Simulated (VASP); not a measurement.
A run of VASP 6.6.1:

INCAR

```
SYSTEM = Ge3N4
PREC = Accurate
ENCUT = 600
EDIFF = 1E-6
ISMEAR = -1
SIGMA = 0.02
LREAL = .False.
LASPH = .True.
NELM = 120
ALGO = Normal
ISIF = 2
LWAVE = .False.
LCHARG = .True.
GGA = PE
LELF = .True.
LVHAR = .True.
NBANDS = 75
GGA_COMPAT = .False.
```

File KPOINTS:

```
Automatic mesh
0
Gamma
  6 6 8
  0 0 0
```

The input POSCAR:

```
Ge3N4
1.0
    8.2048059922      0.0000000000      0.0000000000
   -4.1024029961      7.1055704224      0.0000000000
    0.0000000000      0.0000000000      3.0555903027
Ge N
6 8
Direct
    0.8253532671      0.2325956791      0.7500000000
    0.5927575880      0.8253532671      0.2500000000
    0.2325956791      0.4072424120      0.2500000000
    0.7674043209      0.5927575880      0.7500000000
    0.4072424120      0.1746467329      0.7500000000
    0.1746467329      0.7674043209      0.2500000000
    0.6666666667      0.3333333333      0.7500000000
    0.3333333333      0.6666666667      0.2500000000
    0.6686074886      0.9711023998      0.7500000000
    0.6975050888      0.6686074886      0.2500000000
    0.9711023998      0.3024949112      0.2500000000
    0.0288976002      0.6975050888      0.7500000000
    0.3313925114      0.0288976002      0.2500000000
    0.3024949112      0.3313925114      0.7500000000
```

Potentials or basis: VASP PAW PBE potentials, release 64 (Ge_d, N).

Run with:

```console
$ cat potpaw_PBE.64/Ge_d/POTCAR potpaw_PBE.64/N/POTCAR > POTCAR
$ mpirun -np 1 vasp_std > vasp.out
```

Hardware: 1 thread of Oxide Virtual Turin-like Processor (shared host).

Problem. How long does it take, and how much memory?

Solution. It took 22 min on 1 thread of Oxide Virtual Turin-like Processor (shared host), peak memory 0.59 GiB. Counts: scf iterations 15, k points 40.
